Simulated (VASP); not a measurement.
Runs of VASP 6.6.1 on Na2S. The structure is that of space group Fm-3m (No. 225), or close to it. The cells are those of the table. 

| task | level | potentials or basis | cell | k mesh | cutoff (eV) | smearing | gap on the mesh (eV) | pressure (GPa) | relaxed volume (Å³/atom) |
| --- | --- | --- | --- | --- | --- | --- | --- | --- | --- |
| single point | LDA | VASP PAW LDA potentials, release 64 (Na_pv, S) | a = 4.514 Å, angles 60.0°, 3 atoms | 6 × 6 × 6 | 500 | fermi-dirac 0.02 eV | 2.49 | 0.0 | - |
| single point | r2SCAN | VASP PAW PBE potentials, release 64 (Na_pv, S) | a = 4.604 Å, angles 60.0°, 3 atoms | 8 × 8 × 8 | 550 | gaussian 0.01 eV | 3.11 | (b) | - |
| relaxation of cell and atoms | PBE | VASP PAW PBE potentials, release 64 (Na_pv, S) | relaxed from a = 4.595 Å, angles 60.0°, 3 atoms | 6 × 6 × 6 | 500 | fermi-dirac 0.02 eV | (a) | 0.0 | 23.63 |
| single point | PBE | VASP PAW PBE potentials, release 64 (Na_pv, S) | a = 4.604 Å, angles 60.0°, 3 atoms | 4 × 4 × 4 | 500 | gaussian 0.01 eV | 2.53 | 0.9 | - |
| relaxation of cell and atoms | LDA | VASP PAW LDA potentials, release 64 (Na_pv, S) | relaxed from a = 4.644 Å, angles 60.0°, 3 atoms | 6 × 6 × 6 | 500 | fermi-dirac 0.02 eV | 2.49 | 0.0 | 21.70 |

Alike in all rows: no spin polarisation.

**Question.** Fill in the values left out.

**Answer.** (a) 2.44; (b) -0.1.

Caveats: the PAW data sets were made with another functional, which shifts forces and pressure a little (at least some runs).

A k mesh can miss the band edges.
